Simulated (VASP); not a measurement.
## Re: single point with PBE

Re, a wire with vacuum:

```
Re
1.0
    11.20000    0.00000    0.00000
     0.00000    9.30000    0.00000
     0.00000    0.00000    2.62887
Re
2
Direct
  0.40035 0.50000 0.00000
  0.59965 0.50000 0.50000
```

```yaml
Program: VASP 6.6.1
Task: single point
Functional: PBE
Potentials_or_basis: VASP PAW PBE potentials, release 64 (Re)
Cutoff: 520 eV
k_mesh: 1 × 1 × 24
Occupations: gaussian, width 0.05 eV
Spin: collinear spin
Starting_moments: "[1.5, 1.5] μB"
```

* Largest force: 2.346 eV/Å
* Net moment: 2.50 μB per cell
* Site moments: Re +1.03 μB
* Valence electrons inside the program's atomic spheres: Re 5.65

Forces in eV/Å, atoms in the order of the input:
```
Re   2.346  0.000  0.000
Re  -2.346  0.000  0.000
```

Levels at points of the mesh, in eV from the Fermi level:
Spin up:
| k point | band 4 | band 5 | band 6 | band 7 | band 8 | band 9 | band 10 | band 11 | band 12 | band 13 |
| --- | --- | --- | --- | --- | --- | --- | --- | --- | --- | --- |
| (0.00, 0.00, 0.00) | -2.37 | -1.87 | -1.28 | -0.33 | -0.33 | -0.17 | 1.21 | 1.41 | 1.93 | 2.11 |
| (0.00, 0.00, 0.50) | -3.10 | -0.31 | -0.31 | 0.01 | 0.01 | 0.64 | 0.64 | 4.29 | 4.29 | 7.32 |
Spin down:
```csv
k point,band 3,band 4,band 5,band 6,band 7,band 8,band 9,band 10
"(0.00, 0.00, 0.00)",-2.17,-1.57,-1.01,-0.37,0.27,0.63,0.64,1.88
"(0.00, 0.00, 0.50)",-2.50,-2.50,0.93,0.93,1.03,1.03,1.26,1.26
```

It took 110 s on 1 thread of AMD EPYC 9R45 96-Core Processor (Zen 5) (shared host), peak memory 0.42 GiB.

Caveat: spin-orbit coupling is left out, which moves the levels of the heavy elements.
